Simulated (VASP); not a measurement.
Write the native input for VASP 6.6.1 that does the following.

| Property | Result |
| --- | --- |
| Task | single point |
| Functional | PBE |
| Dispersion | D3(BJ) |
| Potentials or basis | VASP PAW PBE potentials, release 64 (Sn_d, Te) |
| Cutoff | 520 eV |
| k mesh | 16 × 16 × 16 |
| Occupations | gaussian, width 0.15 eV |
| Spin | no spin polarisation |
| Dipole correction | no |
| Further INCAR settings | ALGO = Normal; EDIFF = 1e-06; NBANDS = 17 |

The structure of SnTe lies in POSCAR:

```
SnTe
1.0
    3.8258851498      0.0000000000      0.0000000000
    0.0000000000      3.8258851498      0.0000000000
    0.0000000000      0.0000000000      3.8258851498
Sn Te
1 1
Direct
    0.0754531627      0.0754531627      0.0754531627
    0.5000000000      0.5000000000      0.5000000000
```

This cell differs from its parent crystal: all Sn atoms moved -0.500 Å, as atom 1 towards its neighbour atom 2 (Te) at 3.313 Å.

These files were run (other wordings do the same):

INCAR

```
SYSTEM = SnTe
PREC = Accurate
ENCUT = 520
EDIFF = 1E-6
ISMEAR = 0
SIGMA = 0.15
LREAL = .False.
LASPH = .True.
NELM = 80
ALGO = Normal
ISIF = 2
LWAVE = .False.
LCHARG = .True.
GGA = PE
IVDW = 12
LELF = .True.
LVHAR = .True.
NBANDS = 17
```

KPOINTS

```
regular mesh
0
Gamma
  16 16 16
  0 0 0
```

Potentials or basis: VASP PAW PBE potentials, release 64 (Sn_d, Te).

Launch:

```sh
$ cat potpaw_PBE.64/Sn_d/POTCAR potpaw_PBE.64/Te/POTCAR > POTCAR
$ mpirun -np 1 vasp_std > vasp.out
```

It gave:

The pressure is 3.8 GPa, the largest force is 0.737 eV/Å and the band gap on the k mesh is zero (bands 10 and 11 overlap by 1.62 eV). The dispersion energy per atom is -0.444 eV.

Caveat: the cell differs from its parent crystal (all Sn atoms moved -0.500 Å, as atom 1 towards its neighbour atom 2 (Te) at 3.313 Å); the cell stands under pressure; spin-orbit coupling is left out, which moves the levels of the heavy elements.

Run time: 5.1 min on 1 thread of Intel Xeon 8259CL, on a shared host, peak memory 0.49 GiB.
